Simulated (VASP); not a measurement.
# BeSn2 (P-3m1) in VASP: a series of runs

Runs on BeSn2. Level: PBE. Tasks: single point, relaxation of cell and atoms.

All numbers are computed with VASP 6.6.1; they aren't measurements. Logs are shortened: lines on timing, memory, paths and dates and some standing lists are left out, and cuts for length are marked.

**1. The cell of the first run**

Symmetry: P-3m1, No. 164, trigonal system. The conventional cell has a = 3.081 Å, b = 3.081 Å, c = 5.717 Å, α = 90.00°, β = 90.00°, γ = 120.00°. Be (site symmetry -3m) has 6 Sn at 2.48 Å and 6 Be at 3.08 Å within 3.3 Å. Sn (site symmetry 3m) has 3 Be at 2.48 Å and 9 Sn at 2.87 to 3.08 Å within 3.3 Å.

**2. Single point, PBE**

The input, INCAR:

```
SYSTEM = BeSn2
  ALGO = Normal
  EDIFF = 1E-6
  ENCUT = 520
  GGA = PE
  ISIF = 2
  ISMEAR = 0
  LASPH = .TRUE.
  LCHARG = .TRUE.
  LELF = .TRUE.
  LREAL = .FALSE.
  LVHAR = .TRUE.
  LWAVE = .FALSE.
  NBANDS = 22
  NELM = 100
  PREC = Accurate
  SIGMA = 0.1
```

The input, KPOINTS:

```
k-points
0
G
  6 6 4
  0 0 0
```

The input, POSCAR:

```
BeSn2
1.0
    3.0811372900      0.0000000000      0.0000000000
   -1.5405686500      2.6683431700      0.0000000000
    0.0000000000      0.0000000000      5.7174563800
Be Sn
1 2
Direct
    0.0000000000      0.0000000000      0.5000000000
    0.3333333300      0.6666666700      0.8028379700
    0.6666666700      0.3333333300      0.1971620300
```

Potentials or basis: VASP PAW PBE potentials, release 64 (Be, Sn_d).

Command:

```
cat potpaw_PBE.64/Be/POTCAR potpaw_PBE.64/Sn_d/POTCAR > POTCAR
mpirun -np 1 vasp_std > vasp.out
```

OUTCAR:

```text
SYSTEM = BeSn2
   EDIFF = 1E-6
   ENCUT = 520
   GGA = PE
   ISIF = 2
   ISMEAR = 0
   LASPH = .TRUE.
   LREAL = .FALSE.
   NELM = 100
   PREC = Accurate

 ion  position               nearest neighbor table
   1  0.000  0.000  0.500-   2 2.48   3 2.48   3 2.48   2 2.48   3 2.48   2 2.48
   2  0.333  0.667  0.803-   1 2.48   1 2.48   1 2.48   3 2.87   3 2.87   3 2.87
   3  0.667  0.333  0.197-   1 2.48   1 2.48   1 2.48   2 2.87   2 2.87   2 2.87

  LATTYP: Found a hexagonal cell.
 ALAT       =     3.0811372900
 C/A-ratio  =     1.8556318144

  Lattice vectors:

 A1 = (   3.0811372900,   0.0000000000,   0.0000000000)
 A2 = (  -1.5405686500,   2.6683431700,   0.0000000000)
 A3 = (   0.0000000000,   0.0000000000,   5.7174563800)

Analysis of symmetry for initial positions (statically):
=====================================================================
 Subroutine PRICEL returns:
 Original cell was already a primitive cell.

 Routine SETGRP: Setting up the symmetry group for a
 hexagonal supercell.

 Subroutine GETGRP returns: Found 12 space group operations
 (whereof 12 operations were pure point group operations)
 out of a pool of 24 trial point group operations.

The static configuration has the point symmetry D_3d.

Analysis of symmetry for dynamics (positions and initial velocities):
=====================================================================
 Subroutine PRICEL returns:
 Original cell was already a primitive cell.

 Routine SETGRP: Setting up the symmetry group for a
 hexagonal supercell.

 Subroutine GETGRP returns: Found 12 space group operations
 (whereof 12 operations were pure point group operations)
 out of a pool of 24 trial point group operations.

The dynamic configuration has the point symmetry D_3d.

 Subroutine INISYM returns: Found 12 space group operations
 (whereof 12 operations are pure point group operations),
 and found     1 'primitive' translations

----------------------------------------------------------------------------------------

                                     Primitive cell

  volume of cell :      47.0062

[... 81 lines left out ...]
   ISTART =      0    job   : 0-new  1-cont  2-samecut
   ICHARG =      2    charge: 1-file 2-atom 10-const
   ISPIN  =      1    spin polarized calculation?
   LNONCOLLINEAR =      F non collinear calculations
   LSORBIT =      F    spin-orbit coupling
   LASPH  =      T    aspherical Exc in radial PAW
   ENCUT  =  520.0 eV  38.22 Ry    6.18 a.u.   5.73  5.73 10.63*2*pi/ulx,y,z
   NELM   =    100;   NELMIN=  2; NELMDL= -5     # of ELM steps
   EDIFF  = 0.1E-05   stopping-criterion for ELM
   LREAL  =      F    real-space projection
   EDIFFG = 0.1E-04   stopping-criterion for IOM
   NSW    =      0    number of steps for IOM
   IBRION =     -1    ionic relax: 0-MD 1-quasi-New 2-CG
   NFREE  =      0    steps in history (QN), initial steepest desc. (CG)
   ISIF   =      2    stress and relaxation
   ISYM   =      2    0-nonsym 1-usesym 2-fastsym
   POTIM  = 0.5000    time-step for ionic-motion
   TEBEG  =    0.0;   TEEND  =   0.0 temperature during run
   PSTRESS=    0.0 pullay stress
   NELECT =      30.0000    total number of electrons
   NUPDOWN=      -1.0000    fix difference up-down
   EMIN   =  10.00;   EMAX   =-10.00  energy-range for DOS
   EFERMI =   0.00;   METHOD = LEGACY
   ISMEAR =     0;   SIGMA  =   0.10  broadening in eV -4-tet -1-fermi 0-gaus
   EFERMI_NEDOS =   21; number of points for ismear=-14 and -15
   IALGO  =     38    algorithm
   IMIX   =      4    mixing-type and parameters
     AMIX     =   0.40;   BMIX     =  1.00
     AMIX_MAG =   1.60;   BMIX_MAG =  1.00
  volume/ion in A,a.u.               =      15.67       105.74
  Fermi-wavevector in a.u.,A,eV,Ry     =   1.409494  2.663558 27.030351  1.986675
  Thomas-Fermi vector in A             =   2.531545
   LORBIT       =      0    0 simple, 1 ext, 2 COOP (PROOUT), +10 PAW based schemes
   GGA     = PE    functional components
   LHFCALC =     F    Hartree Fock is set to
   AEXX    =    0.0000 exact exchange contribution
   IVDW    =     0    specifies the selected vdW correction
   LEPSILON=     F    determine dielectric tensor
   LRPA    =     F    only Hartree local field effects (RPA)
 non-spin polarized calculation
 Gauss-broadening in eV      SIGMA  =   0.10
  energy-cutoff  :      520.00
  volume of cell :       47.01
 maximum number of plane-waves:      1278
 NGX is ok and might be reduce to    24
   NGX = 11   NGY = 11   NGZ = 21

 number of electron      29.9999994 magnetization

 Free energy of the ion-electron system (eV)
  ---------------------------------------------------
  ext. energy  EPLUGINS =         0.00000000
  ---------------------------------------------------
  free energy    TOTEN  =        -8.61451785 eV

  energy without entropy =       -8.61166506  energy(sigma->0) =       -8.61309146

 E-fermi :  11.8155     XC(G=0): -11.7663

 val. band max:       11.7199913666   @ k =   0.1667   0.1667   0.5000
 cond. band min:      11.8619927824   @ k =   0.1667   0.1667   0.5000
 fundamental gap:      0.1420014158
 Fermi energy:        11.8155463634

 k-point     1 :       0.0000    0.0000    0.0000
  band No.  band energies     occupation
      1     -10.0485      2.00000
      2     -10.0288      2.00000
      3     -10.0288      2.00000
      4      -9.9964      2.00000
      5      -9.9964      2.00000
      6      -9.9480      2.00000
[... 589 lines left out ...]
     21      17.4287      0.00000
     22      17.6856      0.00000

------------------------ aborting loop because EDIFF is reached ----------------------------------------

  FORCE on cell =-STRESS in cart. coord.  units (eV):
  Direction    XX          YY          ZZ          XY          YZ          ZX
  --------------------------------------------------------------------------------------
  -------------------------------------------------------------------------------------
  Total       12.2532120     12.2532120      8.5339935     -0.0000000      0.0000000      0.0000000
  in kB      417.6427397    417.6427411    290.8756029     -0.0000008      0.0000000      0.0000000
  external PRESSURE =     375.3870279 kB  Pullay stress =       0.0000000 kB

 VOLUME and BASIS-vectors are now :
 -----------------------------------------------------------------------------
  energy-cutoff  :      520.00
  volume of cell :       47.01
      direct lattice vectors                 reciprocal lattice vectors
     3.081137290  0.000000000  0.000000000     0.324555483  0.187382196  0.000000000
    -1.540568650  2.668343170  0.000000000     0.000000000  0.374764390  0.000000000
     0.000000000  0.000000000  5.717456380     0.000000000  0.000000000  0.174902952

 POSITION                                       TOTAL-FORCE (eV/Angst)
 -----------------------------------------------------------------------------------
      0.00000      0.00000      2.85873        -0.000000      0.000000      0.000000
     -0.00000      1.77890      4.59019         0.000000     -0.000000     -1.458204
      1.54057      0.88945      1.12727        -0.000000      0.000000      1.458204
 -----------------------------------------------------------------------------------
    total drift:                               -0.000000     -0.000000     -0.000000

  FREE ENERGIE OF THE ION-ELECTRON SYSTEM (eV)
  ---------------------------------------------------
  free  energy   TOTEN  =        -8.6145178470 eV

  energy  without entropy=       -8.6116650640  energy(sigma->0) =       -8.61309146
```

It took 15 s on 1 thread of Oxide Virtual Turin-like, shared host; peak memory 0.14 GiB.

What came out:

| Quantity | Value |
| --- | --- |
| Free energy | -8.6145 eV |
| Pressure | 37.5 GPa |
| Largest force | 1.458 eV/Å |
| Band gap on the k mesh | zero (band 15 reaches 17.43 eV, above the bottom of band 16 at 8.22 eV) |

Forces in eV/Å, atoms in the order of the input:
```
Be   0.000  0.000  0.000
Sn   0.000  0.000 -1.458
Sn   0.000  0.000  1.458
```

Stress tensor (GPa, compression positive):
```
41.76  0.00  0.00
 0.00 41.76  0.00
 0.00  0.00 29.09
```

Caveat: the k points lie up to 0.39 Å⁻¹ apart; spin-orbit coupling is left out, which moves the levels of the heavy elements; forces of over 1 eV/Å act on the atoms, so gaps and moduli don't describe the material at rest.

**3. Single point, PBE**

This run uses another cell than the first one, of 21.53 Å³/atom, 1.374 times its volume.

The input, INCAR:

```
SYSTEM = BeSn2
PREC = Accurate
ENCUT = 520
EDIFF = 1E-6
ISMEAR = 0
SIGMA = 0.1
LREAL = .False.
LASPH = .True.
NELM = 60
ALGO = Normal
ISIF = 2
LWAVE = .False.
LCHARG = .False.
GGA = PE
NBANDS = 22
```

The input, KPOINTS:

```
Automatic mesh
0
Gamma
  6 6 4
  0 0 0
```

The input, POSCAR:

```
BeSn2
1.0
    3.5730843290      0.0000000033      0.0000000000
   -1.7865421674      3.0943817971      0.0000000000
    0.0000000000      0.0000000000      5.8405515711
Be Sn
1 2
Direct
    0.0000000000      0.0000000000      0.5000000000
    0.3333333333      0.6666666667      0.7814383469
    0.6666666667      0.3333333333      0.2185616531
```

Potentials or basis: VASP PAW PBE potentials, release 64 (Be, Sn_d).

Command:

```
cat potpaw_PBE.64/Be/POTCAR potpaw_PBE.64/Sn_d/POTCAR > POTCAR
mpirun -np 1 vasp_std > vasp.out
```

Wall time 28 s (1 thread of Oxide Virtual Turin-like, shared host); peak memory 0.16 GiB.

Results (log left out):

```yaml
Free_energy: -10.4103 eV
Pressure: 0.1 GPa
Largest_force: 0.005 eV/Å
Band_gap_on_the_k_mesh: zero (band 15 reaches 10.80 eV, above the bottom of band 16 at 4.36 eV)
```

Forces on the atoms (eV/Å):
```
Be   0.000  0.000  0.000
Sn   0.000  0.000  0.005
Sn   0.000  0.000 -0.005
```

Levels at points of the mesh, in eV from the Fermi level:
| k point | band 12 | band 13 | band 14 | band 15 | band 16 | band 17 | band 18 | band 19 |
| --- | --- | --- | --- | --- | --- | --- | --- | --- |
| (0.00, 0.00, 0.00) | -7.29 | -5.18 | 3.36 | 3.36 | 4.21 | 4.21 | 4.84 | 7.71 |
| (0.50, 0.00, 0.00) | -6.51 | -3.01 | -2.73 | -2.05 | -0.35 | 0.11 | 4.29 | 4.41 |
| (0.00, 0.00, 0.50) | -9.60 | -1.34 | 0.25 | 3.22 | 3.22 | 5.20 | 5.20 | 6.11 |
| (0.50, 0.00, 0.50) | -6.63 | -4.71 | -4.60 | 0.87 | 1.57 | 2.05 | 2.26 | 4.29 |

Caveat: spin-orbit coupling is left out, which moves the levels of the heavy elements.

**4. Relaxation of cell and atoms, PBE**

The input, INCAR:

```
SYSTEM = BeSn2
ALGO = Normal ; EDIFF = 1E-6
EDIFFG = -0.04 ; ENCUT = 600
GGA = PE ; IBRION = 2
ISIF = 3 ; ISMEAR = 0
LASPH = .True. ; LCHARG = .False.
LREAL = .False. ; LWAVE = .False.
NELM = 60 ; NSW = 90
PREC = Accurate ; SIGMA = 0.1
```

The input, KPOINTS:

```
k-points
0
Gamma
  6 6 4
  0 0 0
```

The input, POSCAR:

```
BeSn2
1.0
    3.0811372900      0.0000000000      0.0000000000
   -1.5405686500      2.6683431700      0.0000000000
    0.0000000000      0.0000000000      5.7174563800
Be Sn
1 2
Direct
    0.0000000000      0.0000000000      0.5000000000
    0.3333333300      0.6666666700      0.8028379700
    0.6666666700      0.3333333300      0.1971620300
```

Potentials or basis: VASP PAW PBE potentials, release 64 (Be, Sn_d).

Command:

```
cat potpaw_PBE.64/Be/POTCAR potpaw_PBE.64/Sn_d/POTCAR > POTCAR
mpirun -np 1 vasp_std > vasp.out
```

OUTCAR:

```text
SYSTEM = BeSn2
   EDIFF = 1E-6
   EDIFFG = -0.04
   ENCUT = 600
   GGA = PE
   IBRION = 2
   ISIF = 3
   ISMEAR = 0
   LASPH = .True.
   LREAL = .False.
   NELM = 60
   NSW = 90
   PREC = Accurate

 ion  position               nearest neighbor table
   1  0.000  0.000  0.500-   2 2.48   3 2.48   3 2.48   2 2.48   3 2.48   2 2.48
   2  0.333  0.667  0.803-   1 2.48   1 2.48   1 2.48   3 2.87   3 2.87   3 2.87
   3  0.667  0.333  0.197-   1 2.48   1 2.48   1 2.48   2 2.87   2 2.87   2 2.87

  LATTYP: Found a hexagonal cell.
 ALAT       =     3.0811372900
 C/A-ratio  =     1.8556318144

  Lattice vectors:

 A1 = (   3.0811372900,   0.0000000000,   0.0000000000)
 A2 = (  -1.5405686500,   2.6683431700,   0.0000000000)
 A3 = (   0.0000000000,   0.0000000000,   5.7174563800)

Analysis of symmetry for initial positions (statically):
=====================================================================
 Subroutine PRICEL returns:
 Original cell was already a primitive cell.

 Routine SETGRP: Setting up the symmetry group for a
 hexagonal supercell.

 Subroutine GETGRP returns: Found 12 space group operations
 (whereof 12 operations were pure point group operations)
 out of a pool of 24 trial point group operations.

The static configuration has the point symmetry D_3d.

[... 147 lines left out ...]
  energy-cutoff  :      600.00
  volume of cell :       47.01
 maximum number of plane-waves:      1608
 NGX is ok and might be reduce to    28
   NGX = 13   NGY = 13   NGZ = 23

--------------------------------------- Ionic step        1  -------------------------------------------

 number of electron      30.0000006 magnetization

 Free energy of the ion-electron system (eV)
  ---------------------------------------------------
  ext. energy  EPLUGINS =         0.00000000
  ---------------------------------------------------
  free energy    TOTEN  =        -8.61475107 eV

  energy without entropy =       -8.61189845  energy(sigma->0) =       -8.61332476

 E-fermi :  11.8154     XC(G=0): -11.7663

 val. band max:       11.7198183106   @ k =   0.1667   0.1667   0.5000
 cond. band min:      11.8618310713   @ k =   0.1667   0.1667   0.5000
 fundamental gap:      0.1420127607
 Fermi energy:        11.8153812012
[... 1165 lines left out ...]
  FREE ENERGIE OF THE ION-ELECTRON SYSTEM (eV)
  ---------------------------------------------------
  free  energy   TOTEN  =       -10.2965474014 eV

  energy  without entropy=      -10.2892248767  energy(sigma->0) =      -10.29288614

[... ionic steps 4 to 8 ...]

--------------------------------------- Ionic step        9  -------------------------------------------

 number of electron      30.0000006 magnetization

------------------------ aborting loop because EDIFF is reached ----------------------------------------
[... 69 lines left out ...]
--------------------------------------- Ionic step       11  -------------------------------------------

 number of electron      30.0000004 magnetization

 Free energy of the ion-electron system (eV)
  ---------------------------------------------------
  ext. energy  EPLUGINS =         0.00000000
  ---------------------------------------------------
  free energy    TOTEN  =       -10.40548098 eV

  energy without entropy =      -10.40125144  energy(sigma->0) =      -10.40336621

 E-fermi :   7.4263     XC(G=0): -10.2520

 val. band max:        7.3568628873   @ k =   0.3333   0.0000   0.0000
 cond. band min:       7.4327789708   @ k =   0.1667   0.1667   0.5000
 fundamental gap:      0.0759160835
 Fermi energy:         7.4263320735
[... 556 lines left out ...]
  FREE ENERGIE OF THE ION-ELECTRON SYSTEM (eV)
  ---------------------------------------------------
  free  energy   TOTEN  =       -10.4054809815 eV

  energy  without entropy=      -10.4012514359  energy(sigma->0) =      -10.40336621

 reached required accuracy - stopping structural energy minimisation
```

CONTCAR:

```text
BeSn2
   1.00000000000000
     3.5756145459549584   -0.0000000009731254    0.0000000000000000
    -1.7878072796226570    3.0965730378829952   -0.0000000000000000
     0.0000000000000001   -0.0000000000000000    5.8407349406806128
  Be              Sn
     1     2
Direct
     0.0000000000000000    0.0000000000000000    0.5000000000000000
     0.3333333300000021    0.6666666699999979    0.7814057061085617
     0.6666666699999979    0.3333333300000021    0.2185942938914384

  0.00000000E+00  0.00000000E+00  0.00000000E+00
  0.00000000E+00  0.00000000E+00  0.00000000E+00
  0.00000000E+00  0.00000000E+00  0.00000000E+00
```

Wall time 3 min (1 thread of Oxide Virtual Turin-like, shared host); peak memory 0.17 GiB.

Results:

```yaml
Free_energy: -10.4055 eV
Relaxed_volume: 21.56 Å³/atom
Relaxed_cell: a = 3.576 Å, b = 3.576 Å, c = 5.841 Å, α = 90.00°, β = 90.00°, γ = 120.00°
Space_group_after_relaxing_to_0.05_Å: P-3m1 (No. 164)
Energy_gained_by_relaxing: 596.9 meV/atom
Ionic_steps: 11
Pressure_after_relaxing: 0.0 GPa
Largest_force_after_relaxing: 0.005 eV/Å
Band_gap_on_the_k_mesh: zero (band 15 reaches 10.78 eV, above the bottom of band 16 at 4.35 eV)
```

Forces in eV/Å, atoms in the order of the input:
```
Be   0.000  0.000  0.000
Sn   0.000  0.000  0.005
Sn   0.000  0.000 -0.005
```

Step by step:
```tsv
step	energy change (eV)	largest force (eV/Å)	pressure (GPa)	volume (Å³)
1	0.0000	1.4575	37.62	47.01
2	-1.4542	0.3347	-6.25	76.67
3	-1.6818	0.4036	-0.20	65.00
4	-1.6824	0.3952	-0.71	65.66
5	-1.7328	0.3845	-0.30	65.20
6	-1.7865	0.1688	0.31	64.24
7	-1.7868	0.1153	0.48	64.04
8	-1.7872	0.1361	0.42	64.11
9	-1.7900	0.0564	-0.09	64.75
10	-1.7902	0.0352	-0.23	64.93
11	-1.7907	0.0053	0.02	64.67
```

Final structure:
```yaml
crystal:
  lattice:
    - [3.57561, 0.00000, 0.00000]
    - [-1.78781, 3.09657, 0.00000]
    - [0.00000, 0.00000, 5.84073]
  atoms:
    - { symbol: Be, position: [0.00000, 0.00000, 0.50000] }
    - { symbol: Sn, position: [0.33333, 0.66667, 0.78141] }
    - { symbol: Sn, position: [0.66667, 0.33333, 0.21859] }
```

Levels at points of the mesh, in eV from the Fermi level:
```
           k point  band 12  band 13  band 14  band 15  band 16  band 17  band 18  band 19
(0.00, 0.00, 0.00)    -7.28    -5.17     3.35     3.35     4.20     4.20     4.85     7.99
(0.50, 0.00, 0.00)    -6.51    -3.01    -2.72    -2.04    -0.35     0.10     4.29     4.40
(0.00, 0.00, 0.50)    -9.59    -1.33     0.25     3.22     3.22     5.19     5.19     6.10
(0.50, 0.00, 0.50)    -6.63    -4.70    -4.59     0.87     1.57     2.04     2.26     4.29
```

Caveat: the k points lie up to 0.34 Å⁻¹ apart in the final cell; the volume moved by over 15 % at a fixed basis, so the end points are rough; spin-orbit coupling is left out, which moves the levels of the heavy elements.

**5. Single point, PBE**

This run uses another cell than the first one, of 22.13 Å³/atom, 1.412 times its volume.

The input, INCAR:

```
ALGO     = Fast           # electronic algorithm
EDIFF    = 1E-6           # SCF threshold, eV
ENCUT    = 520            # plane-wave cutoff, eV
GGA      = PE             # functional
ISIF     = 2              # what is computed and relaxed
ISMEAR   = 0              # smearing method
LASPH    = T              # aspherical terms in the spheres
LCHARG   = F              # write CHGCAR
LREAL    = F              # projectors in reciprocal space
LWAVE    = F              # write WAVECAR
NBANDS   = 22             # bands
NELM     = 80             # most SCF steps
PREC     = Accurate       # precision mode
SIGMA    = 0.1            # smearing width, eV
```

The input, KPOINTS:

```
k-points
0
Gamma
  12 12 10
```

The input, POSCAR:

```
BeSn2
1.0
    3.9443776601      0.0000000000      0.0000000000
   -1.9721888300      3.4159312558      0.0000000000
    0.0000000000      0.0000000000      4.9272660560
Be Sn
1 2
Direct
    0.0000000000      0.0000000000      0.5000000000
    0.3333333333      0.6666666667      0.7488178296
    0.6666666667      0.3333333333      0.2511821704
```

Command:

```
cat potpaw_PBE.64/Be/POTCAR potpaw_PBE.64/Sn_d/POTCAR > POTCAR
mpirun -np 1 vasp_std > vasp.out
```

Run time: 2.6 min. Hardware: 1 thread of Oxide Virtual Turin-like, shared host; peak memory 0.3 GiB.

It converged, with:

| Item | Value |
| --- | --- |
| Free energy | -10.5706 eV |
| Pressure | -0.1 GPa |
| Band gap on the k mesh | zero (band 15 reaches 9.15 eV, above the bottom of band 16 at 4.55 eV) |

Levels at points of the mesh, in eV from the Fermi level:
| k point | band 13 | band 14 | band 15 | band 16 | band 17 | band 18 |
| --- | --- | --- | --- | --- | --- | --- |
| (0.00, 0.00, 0.00) | -3.48 | 1.44 | 1.44 | 1.87 | 1.87 | 4.66 |
| (0.50, 0.00, 0.00) | -2.11 | -1.55 | -1.24 | -0.94 | 1.03 | 2.96 |
| (0.00, 0.00, 0.50) | 1.42 | 1.42 | 2.20 | 2.87 | 2.87 | 2.94 |
| (0.50, 0.00, 0.50) | -4.68 | -3.99 | -0.72 | 1.65 | 1.88 | 2.14 |

Caveat: spin-orbit coupling is left out, which moves the levels of the heavy elements.

(Part 1 of 2 ends here.)
